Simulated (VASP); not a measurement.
# Nb (P6_3/mmc) in VASP: a series of runs

Nb is run at these levels: revPBE; tasks: single point.

Everything below comes from runs of VASP 6.6.1. Logs are shortened: lines on timing, memory, paths and dates and some standing lists are left out, and cuts for length are marked.

### 1 The cell of the first run

The structure is hexagonal, space group P6_3/mmc (No. 194). Conventional cell: a = 2.957 Å, b = 2.957 Å, c = 5.400 Å, α = 90.00°, β = 90.00°, γ = 120.00°. Within 3.9 Å of Nb (site symmetry -6m2) lie 12 Nb at 2.96 to 3.19 Å.

### 2 Single point, revPBE (volume scaled by 1.08)

File INCAR:

```
ALGO = Normal
EDIFF = 1E-7
ENCUT = 520
GGA = RE
ISIF = 2
ISMEAR = -1
LASPH = T
LCHARG = F
LREAL = F
LWAVE = F
NBANDS = 20
NELM = 100
PREC = Accurate
SIGMA = 0.1
```

File KPOINTS:

```
k-points
0
Gamma
  14 14 7
```

File POSCAR:

```
Nb
1.0
    2.9571081389      0.0000000000      0.0000000000
   -1.4785540695      2.5609307700      0.0000000000
    0.0000000000      0.0000000000      5.4003126748
Nb
2
Direct
    0.3333333333      0.6666666667      0.2500000000
    0.6666666667      0.3333333333      0.7500000000
```

Potentials or basis: VASP PAW PBE potentials, release 64 (Nb_sv).

Started as:

```sh
> cat potpaw_PBE.64/Nb_sv/POTCAR > POTCAR
> mpirun -np 1 vasp_std > vasp.out
```

OUTCAR:

```text
EDIFF = 1E-7
   ENCUT = 520
   GGA = RE
   ISIF = 2
   ISMEAR = -1
   LASPH = T
   LREAL = F
   NELM = 100
   PREC = Accurate

 ion  position               nearest neighbor table
   1  0.333  0.667  0.250-
   2  0.667  0.333  0.750-

  LATTYP: Found a hexagonal cell.
 ALAT       =     2.9571081389
 C/A-ratio  =     1.8262141326

  Lattice vectors:

 A1 = (   2.9571081389,   0.0000000000,   0.0000000000)
 A2 = (  -1.4785540695,   2.5609307700,   0.0000000000)
 A3 = (   0.0000000000,   0.0000000000,   5.4003126748)

Analysis of symmetry for initial positions (statically):
=====================================================================
 Subroutine PRICEL returns:
 Original cell was already a primitive cell.

 Routine SETGRP: Setting up the symmetry group for a
 hexagonal supercell.

 Subroutine GETGRP returns: Found 24 space group operations
 (whereof 12 operations were pure point group operations)
 out of a pool of 24 trial point group operations.

The static configuration has the point symmetry D_3d.
 The point group associated with its full space group is D_6h.

Analysis of symmetry for dynamics (positions and initial velocities):
=====================================================================
 Subroutine PRICEL returns:
 Original cell was already a primitive cell.

 Routine SETGRP: Setting up the symmetry group for a
 hexagonal supercell.

 Subroutine GETGRP returns: Found 24 space group operations
 (whereof 12 operations were pure point group operations)
 out of a pool of 24 trial point group operations.

The dynamic configuration has the point symmetry D_3d.
 The point group associated with its full space group is D_6h.

 Subroutine INISYM returns: Found 24 space group operations
 (whereof 12 operations are pure point group operations),
 and found     1 'primitive' translations

----------------------------------------------------------------------------------------

                                     Primitive cell

  volume of cell :      40.8963

  direct lattice vectors                    reciprocal lattice vectors
     2.957108139  0.000000000  0.000000000     0.338168221  0.195241514  0.000000000
    -1.478554069  2.560930770  0.000000000     0.000000000  0.390483027  0.000000000
     0.000000000  0.000000000  5.400312675     0.000000000  0.000000000  0.185174463

  length of vectors
     2.957108139  2.957108139  5.400312675     0.390483027  0.390483027  0.185174463

  position of ions in fractional coordinates (direct lattice)
     0.333333333  0.666666667  0.250000000
     0.666666667  0.333333333  0.750000000

  ion indices of the primitive-cell ions
   primitive index   ion index
                 1           1
                 2           2

----------------------------------------------------------------------------------------

 KPOINTS: k-points

Automatic generation of k-mesh.
 Grid dimensions read from file:
 generate k-points for:   14   14    7

 Generating k-lattice:

  Cartesian coordinates                     Fractional coordinates (reciprocal lattice)
     0.024154873  0.013945822  0.000000000     0.071428571  0.000000000  0.000000000
     0.000000000  0.027891645  0.000000000     0.000000000  0.071428571  0.000000000
     0.000000000  0.000000000  0.026453495     0.000000000  0.000000000  0.142857143

  Length of vectors
     0.027891645  0.027891645  0.026453495

  Shift w.r.t. Gamma in fractional coordinates (k-lattice)
     0.000000000  0.000000000  0.000000000

 Subroutine IBZKPT returns following result:
 ===========================================

 Found     96 irreducible k-points:

 Following reciprocal coordinates:
            Coordinates               Weight
  0.000000  0.000000  0.000000      1.000000
  0.071429  0.000000  0.000000      6.000000
  0.142857  0.000000  0.000000      6.000000
  0.214286  0.000000  0.000000      6.000000
  0.285714  0.000000  0.000000      6.000000
  0.357143  0.000000  0.000000      6.000000
[... 16 lines left out ...]
  0.285714  0.285714  0.000000      6.000000
  0.357143  0.285714  0.000000      6.000000
 [... further k-points ...]
   k-points           NKPTS =     96   k-points in BZ     NKDIM =     96   number of bands    NBANDS=     20
   number of dos      NEDOS =    301   number of ions     NIONS =      2
   total plane-waves  NPLWV =  23040
   dimension x,y,z NGX =    24 NGY =   24 NGZ =   40
   dimension x,y,z NGXF=    48 NGYF=   48 NGZF=   80
   ions per type =               2
   NGX,Y,Z   is equivalent  to a cutoff of  13.49, 13.49, 12.31 a.u.
   NGXF,Y,Z  is equivalent  to a cutoff of  26.99, 26.99, 24.63 a.u.
 SYSTEM =  unknown system
   PREC   = accura    normal or accurate (medium, high low for compatibility)
   ISTART =      0    job   : 0-new  1-cont  2-samecut
   ICHARG =      2    charge: 1-file 2-atom 10-const
   ISPIN  =      1    spin polarized calculation?
   LNONCOLLINEAR =      F non collinear calculations
   LSORBIT =      F    spin-orbit coupling
   LASPH  =      T    aspherical Exc in radial PAW
   ENCUT  =  520.0 eV  38.22 Ry    6.18 a.u.   5.50  5.50 10.04*2*pi/ulx,y,z
   NELM   =    100;   NELMIN=  2; NELMDL= -5     # of ELM steps
   EDIFF  = 0.1E-06   stopping-criterion for ELM
   LREAL  =      F    real-space projection
   EDIFFG = 0.1E-05   stopping-criterion for IOM
   NSW    =      0    number of steps for IOM
   IBRION =     -1    ionic relax: 0-MD 1-quasi-New 2-CG
   NFREE  =      0    steps in history (QN), initial steepest desc. (CG)
   ISIF   =      2    stress and relaxation
   ISYM   =      2    0-nonsym 1-usesym 2-fastsym
   POTIM  = 0.5000    time-step for ionic-motion
   TEBEG  =    0.0;   TEEND  =   0.0 temperature during run
   PSTRESS=    0.0 pullay stress
   NELECT =      26.0000    total number of electrons
   NUPDOWN=      -1.0000    fix difference up-down
   EMIN   =  10.00;   EMAX   =-10.00  energy-range for DOS
   EFERMI =   0.00;   METHOD = LEGACY
   ISMEAR =    -1;   SIGMA  =   0.10  broadening in eV -4-tet -1-fermi 0-gaus
   EFERMI_NEDOS =   21; number of points for ismear=-14 and -15
   IALGO  =     38    algorithm
   IMIX   =      4    mixing-type and parameters
     AMIX     =   0.40;   BMIX     =  1.00
     AMIX_MAG =   1.60;   BMIX_MAG =  1.00
  volume/ion in A,a.u.               =      20.45       137.99
  Fermi-wavevector in a.u.,A,eV,Ry     =   1.407682  2.660134 26.960887  1.981569
  Thomas-Fermi vector in A             =   2.529917
   LORBIT       =      0    0 simple, 1 ext, 2 COOP (PROOUT), +10 PAW based schemes
   GGA     = RE    functional components
   LHFCALC =     F    Hartree Fock is set to
   AEXX    =    0.0000 exact exchange contribution
   IVDW    =     0    specifies the selected vdW correction
   LEPSILON=     F    determine dielectric tensor
   LRPA    =     F    only Hartree local field effects (RPA)
 non-spin polarized calculation
  energy-cutoff  :      520.00
  volume of cell :       40.90
 maximum number of plane-waves:      1136
 NGX is ok and might be reduce to    24
   NGX = 11   NGY = 11   NGZ = 21

 number of electron      25.9999999 magnetization

 Free energy of the ion-electron system (eV)
  ---------------------------------------------------
  ext. energy  EPLUGINS =         0.00000000
  ---------------------------------------------------
  free energy    TOTEN  =       -18.97641292 eV

  energy without entropy =      -18.87261678  energy(sigma->0) =      -18.92451485

 E-fermi :   9.8842     XC(G=0): -11.7912

 val. band max:        9.8724250227   @ k =   0.1429   0.0000   0.0000
 cond. band min:       9.8930146463   @ k =   0.3571   0.1429   0.1429
 fundamental gap:      0.0205896236
 Fermi energy:         9.8842398312

 k-point     1 :       0.0000    0.0000    0.0000
  band No.  band energies     occupation
      1     -44.9985      2.00000
      2     -44.9159      2.00000
      3     -21.3454      2.00000
      4     -20.6746      2.00000
      5     -20.4841      2.00000
      6     -20.4841      2.00000
[... 12 lines left out ...]
     19      13.6899      0.00000
     20      13.6899      0.00000

 k-point     2 :       0.0714    0.0000    0.0000
  band No.  band energies     occupation
      1     -44.9908      2.00000
      2     -44.9100      2.00000
      3     -21.3308      2.00000
      4     -20.6751      2.00000
      5     -20.5339      2.00000
      6     -20.4973      2.00000
[... 12 lines left out ...]
     19      13.7339      0.00000
     20      14.0997      0.00000

 k-point     3 :       0.1429    0.0000    0.0000
  band No.  band energies     occupation
      1     -44.9690      2.00000
      2     -44.8935      2.00000
      3     -21.2889      2.00000
      4     -20.6772      2.00000
      5     -20.6725      2.00000
      6     -20.6118      2.00000
[... 12 lines left out ...]
     19      13.8138      0.00000
     20      14.9955      0.00000

 k-point     4 :       0.2143    0.0000    0.0000
  band No.  band energies     occupation
      1     -44.9369      2.00000
      2     -44.8700      2.00000
      3     -21.2250      2.00000
      4     -20.8706      2.00000
      5     -20.8065      2.00000
      6     -20.6835      2.00000
[... 12 lines left out ...]
     19      13.8649      0.00000
     20      16.0530      0.00000

 k-point     5 :       0.2857    0.0000    0.0000
  band No.  band energies     occupation
      1     -44.9003      2.00000
      2     -44.8445      2.00000
      3     -21.1473      2.00000
      4     -21.0872      2.00000
      5     -21.0155      2.00000
      6     -20.6967      2.00000
[... 12 lines left out ...]
     19      13.8736      0.00000
     20      17.1129      0.00000

 k-point     6 :       0.3571    0.0000    0.0000
  band No.  band energies     occupation
      1     -44.8659      2.00000
      2     -44.8225      2.00000
      3     -21.2789      2.00000
      4     -21.1984      2.00000
      5     -21.0671      2.00000
      6     -20.7185      2.00000
[... 12 lines left out ...]
     19      13.8558      0.00000
     20      17.3389      0.00000

 k-point     7 :       0.4286    0.0000    0.0000
  band No.  band energies     occupation
      1     -44.8406      2.00000
      2     -44.8087      2.00000
      3     -21.4097      2.00000
      4     -21.3224      2.00000
      5     -21.0000      2.00000
      6     -20.7449      2.00000
[... 12 lines left out ...]
     19      14.5355      0.00000
     20      17.0413      0.00000
[... 277 lines left out ...]
 k-point    20 :       0.2143    0.2143    0.0000
  band No.  band energies     occupation
      1     -44.8568      2.00000
      2     -44.8170      2.00000
      3     -21.1938      2.00000
      4     -21.1711      2.00000
      5     -21.0452      2.00000
      6     -20.7951      2.00000
[... 12 lines left out ...]
     19      14.8509      0.00000
     20      18.0880      0.00000

 k-point    21 :       0.2857    0.2143    0.0000
  band No.  band energies     occupation
      1     -44.8314      2.00000
      2     -44.8040      2.00000
      3     -21.2779      2.00000
      4     -21.2241      2.00000
      5     -20.9751      2.00000
      6     -20.8918      2.00000
[... 12 lines left out ...]
     19      15.9597      0.00000
     20      18.7997      0.00000

 k-point    22 :       0.3571    0.2143    0.0000
  band No.  band energies     occupation
      1     -44.8155      2.00000
      2     -44.7985      2.00000
      3     -21.3232      2.00000
      4     -21.2422      2.00000
      5     -20.9567      2.00000
      6     -20.9220      2.00000
[... 12 lines left out ...]
     19      16.7127      0.00000
     20      17.8404      0.00000

 k-point    23 :       0.2857    0.2857    0.0000
  band No.  band energies     occupation
      1     -44.8130      2.00000
      2     -44.7979      2.00000
      3     -21.2634      2.00000
      4     -21.2042      2.00000
      5     -21.0107      2.00000
      6     -20.9347      2.00000
[... 12 lines left out ...]
     19      16.8256      0.00000
     20      17.9580      0.00000

 k-point    24 :       0.3571    0.2857    0.0000
  band No.  band energies     occupation
      1     -44.8044      2.00000
      2     -44.7978      2.00000
      3     -21.2440      2.00000
      4     -21.1625      2.00000
      5     -21.0853      2.00000
      6     -20.9955      2.00000
[... 12 lines left out ...]
     19      17.2489      0.00000
     20      17.5071      0.00000

 [... further k-points ...]

------------------------ aborting loop because EDIFF is reached ----------------------------------------

  FORCE on cell =-STRESS in cart. coord.  units (eV):
  Direction    XX          YY          ZZ          XY          YZ          ZX
  --------------------------------------------------------------------------------------
  -------------------------------------------------------------------------------------
  Total       -2.8204558     -2.8204558     -2.5365089      0.0000000     -0.0000000     -0.0000000
  in kB     -110.4958401   -110.4958401    -99.3717679      0.0000000     -0.0000000     -0.0000000
  external PRESSURE =    -106.7878161 kB  Pullay stress =       0.0000000 kB

 VOLUME and BASIS-vectors are now :
 -----------------------------------------------------------------------------
  energy-cutoff  :      520.00
  volume of cell :       40.90
      direct lattice vectors                 reciprocal lattice vectors
     2.957108139  0.000000000  0.000000000     0.338168221  0.195241514  0.000000000
    -1.478554069  2.560930770  0.000000000     0.000000000  0.390483027  0.000000000
     0.000000000  0.000000000  5.400312675     0.000000000  0.000000000  0.185174463

 POSITION                                       TOTAL-FORCE (eV/Angst)
 -----------------------------------------------------------------------------------
     -0.00000      1.70729      1.35008         0.000000     -0.000000      0.000000
      1.47855      0.85364      4.05023        -0.000000      0.000000      0.000000
 -----------------------------------------------------------------------------------
    total drift:                                0.000000     -0.000000      0.000000

  FREE ENERGIE OF THE ION-ELECTRON SYSTEM (eV)
  ---------------------------------------------------
  free  energy   TOTEN  =       -18.9764129246 eV

  energy  without entropy=      -18.8726167805  energy(sigma->0) =      -18.92451485
```

Wall time 31 s (1 thread of Intel Xeon 6975P-C (Granite Rapids), shared host); peak memory 0.2 GiB.

What came out:

| Property | Result |
| --- | --- |
| Free energy | -18.9764 eV |
| Pressure | -10.7 GPa |
| Band gap on the k mesh | zero (band 13 reaches 11.22 eV, above the bottom of band 14 at 9.40 eV) |

Stress tensor (GPa, compression positive):
```
-11.05   0.00   0.00
  0.00 -11.05   0.00
  0.00   0.00  -9.94
```

Levels at points of the mesh, in eV from the Fermi level:
```csv
k point,band 10,band 11,band 12,band 13,band 14,band 15,band 16,band 17
"(0.00, 0.00, 0.00)",-3.63,-0.81,0.21,0.35,0.35,0.73,0.73,2.33
"(0.50, 0.00, 0.00)",-3.01,-2.82,-0.43,0.11,0.33,0.73,3.94,4.84
```

Caveat: the cell differs from its parent crystal (volume scaled by 1.08); the PAW data sets were made with another functional, which shifts forces and pressure a little.

### 3 Single point, revPBE (volume scaled by 1.12)

File INCAR:

```
PREC     = Accurate       # precision mode
ENCUT    = 520            # plane-wave cutoff, eV
EDIFF    = 1E-7           # SCF threshold, eV
ISMEAR   = -1             # smearing method
SIGMA    = 0.1            # smearing width, eV
LREAL    = False          # projectors in reciprocal space
LASPH    = True           # aspherical terms in the spheres
NELM     = 80             # most SCF steps
ALGO     = Normal         # electronic algorithm
ISIF     = 2              # what is computed and relaxed
LWAVE    = False          # write WAVECAR
LCHARG   = False          # write CHGCAR
GGA      = RE             # functional
NBANDS   = 20             # bands
```

File KPOINTS:

```
Automatic mesh
0
Gamma
  14 14 7
```

File POSCAR:

```
Nb
1.0
    2.9931739878      0.0000000000      0.0000000000
   -1.4965869939      2.5921647113      0.0000000000
    0.0000000000      0.0000000000      5.4661766377
Nb
2
Direct
    0.3333333333      0.6666666667      0.2500000000
    0.6666666667      0.3333333333      0.7500000000
```

Potentials or basis: VASP PAW PBE potentials, release 64 (Nb_sv).

Started as:

```sh
> cat potpaw_PBE.64/Nb_sv/POTCAR > POTCAR
> mpirun -np 1 vasp_std > vasp.out
```

Wall time 35 s (1 thread of Intel Xeon 6975P-C (Granite Rapids), shared host); peak memory 0.2 GiB.

The run converged. Its results:

```yaml
Free_energy: -18.8577 eV
Pressure: -14.5 GPa
Band_gap_on_the_k_mesh: zero (band 13 reaches 10.69 eV, above the bottom of band 14 at 8.97 eV)
```

Stress tensor (GPa, compression positive):
```
-15.01   0.00   0.00
  0.00 -15.01   0.00
  0.00   0.00 -13.48
```

Levels at points of the mesh, in eV from the Fermi level:
| k point | band 9 | band 10 | band 11 | band 12 | band 13 | band 14 | band 15 | band 16 | band 17 | band 18 |
| --- | --- | --- | --- | --- | --- | --- | --- | --- | --- | --- |
| (0.00, 0.00, 0.00) | -5.88 | -3.53 | -0.76 | 0.15 | 0.35 | 0.35 | 0.71 | 0.71 | 2.24 | 2.24 |
| (0.50, 0.00, 0.00) | -3.05 | -2.91 | -2.67 | -0.40 | 0.06 | 0.31 | 0.72 | 3.75 | 4.61 | 4.77 |

Caveat: the cell differs from its parent crystal (volume scaled by 1.12); the PAW data sets were made with another functional, which shifts forces and pressure a little.

### 4 Single point, revPBE

This run uses another cell than the first one, of 18.93 Å³/atom, 0.926 times its volume.

File INCAR:

```
SYSTEM = Nb
  ALGO = Normal
  EDIFF = 1E-7
  ENCUT = 520
  GGA = RE
  ISIF = 2
  ISMEAR = -1
  LASPH = .True.
  LCHARG = .False.
  LREAL = .False.
  LWAVE = .False.
  NBANDS = 20
  NELM = 100
  PREC = Accurate
  SIGMA = 0.1
```

File KPOINTS:

```
k-points
0
Gamma
  21 21 10
  0 0 0
```

File POSCAR:

```
Nb
1.0
    2.8822122173      0.0000000000      0.0000000000
   -1.4411061087      2.4960689993      0.0000000000
    0.0000000000      0.0000000000      5.2635366844
Nb
2
Direct
    0.3333333333      0.6666666667      0.2500000000
    0.6666666667      0.3333333333      0.7500000000
```

Started as:

```sh
> cat potpaw_PBE.64/Nb_sv/POTCAR > POTCAR
> mpirun -np 1 vasp_std > vasp.out
```

Wall time 88 s (1 thread of Intel Xeon 6975P-C (Granite Rapids), shared host); peak memory 0.29 GiB.

Results (log left out):

| Item | Value |
| --- | --- |
| Free energy | -19.0859 eV |
| Pressure | -0.4 GPa |
| Band gap on the k mesh | zero (band 13 reaches 12.88 eV, above the bottom of band 14 at 10.18 eV) |

Stress tensor (GPa, compression positive):
```
-0.42  0.00  0.00
 0.00 -0.42  0.00
 0.00  0.00 -0.32
```

Levels at points of the mesh, in eV from the Fermi level:
| k point | band 9 | band 10 | band 11 | band 12 | band 13 | band 14 | band 15 | band 16 | band 17 | band 18 |
| --- | --- | --- | --- | --- | --- | --- | --- | --- | --- | --- |
| (0.00, 0.00, 0.00) | -6.18 | -3.85 | -0.94 | 0.33 | 0.33 | 0.38 | 0.76 | 0.76 | 2.53 | 2.53 |
| (0.00, 0.00, 0.50) | -4.62 | -4.62 | -1.22 | -1.22 | 0.39 | 0.39 | 0.39 | 0.39 | 3.59 | 3.59 |

Caveat: the PAW data sets were made with another functional, which shifts forces and pressure a little.

### 5 Overview

```tsv
cell	k mesh	gap on the mesh (eV)	pressure (GPa)
a = 2.957, b = 2.957, c = 5.400 Å, angles 90.0, 90.0, 120.0°, 2 atoms	14 × 14 × 7	none	-10.7
a = 2.993, b = 2.993, c = 5.466 Å, angles 90.0, 90.0, 120.0°, 2 atoms	14 × 14 × 7	none	-14.5
a = 2.882, b = 2.882, c = 5.264 Å, angles 90.0, 90.0, 120.0°, 2 atoms	21 × 21 × 10	none	-0.4
```

Alike in all rows: task single point; level revPBE; potentials or basis VASP PAW PBE potentials, release 64 (Nb_sv); no spin polarisation; cutoff (eV) 520; smearing fermi-dirac 0.1 eV.

Caveats: the PAW data sets were made with another functional, which shifts forces and pressure a little.

Absolute energies hang on the potentials; compare differences alone.
